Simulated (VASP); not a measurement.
Write the native input for VASP 6.6.1 that does the following.

* Task: single point
* Functional: LDA
* Potentials or basis: VASP PAW LDA potentials, release 64 (Rh_pv)
* Cutoff: 520 eV
* k mesh: 22 × 22 × 22
* Occupations: gaussian, width 0.15 eV
* Spin: no spin polarisation
* Dipole correction: no
* Further INCAR settings: ALGO = Fast; EDIFF = 1e-06; NBANDS = 14

The structure of Rh lies in POSCAR:

```
Rh
1.0
    0.0000000000      1.9015500000      1.9490887500
    1.9015500000      0.0000000000      1.9490887500
    1.9015500000      1.9015500000      0.0000000000
Rh
1
Direct
    0.0000000000      0.0000000000      0.0000000000
```

This cell differs from its parent crystal: strain +0.000 along x and y, +0.025 along z.

The input as run:

INCAR

```
SYSTEM = Rh
PREC = Accurate ; ENCUT = 520
EDIFF = 1E-6 ; ISMEAR = 0
SIGMA = 0.15 ; LREAL = .False.
LASPH = .True. ; NELM = 80
ALGO = Fast ; ISIF = 2
LWAVE = .False. ; LCHARG = .False.
NBANDS = 14
```

KPOINTS

```
Automatic mesh
0
Gamma
  22 22 22
  0 0 0
```

Potentials or basis: VASP PAW LDA potentials, release 64 (Rh_pv).

Launch:

```console
$ cat potpaw_LDA.64/Rh_pv/POTCAR > POTCAR
$ mpirun -np 1 vasp_std > vasp.out
```

Results of the run:

- Pressure: -16.2 GPa

Caveat: the cell differs from its parent crystal (strain +0.000 along x and y, +0.025 along z).

Wall time 2.1 min on 1 thread of Intel(R) Xeon(R) Platinum 8259CL CPU @ 2.50GHz (Skylake/Cascade Lake), on a shared host, peak memory 0.24 GiB.
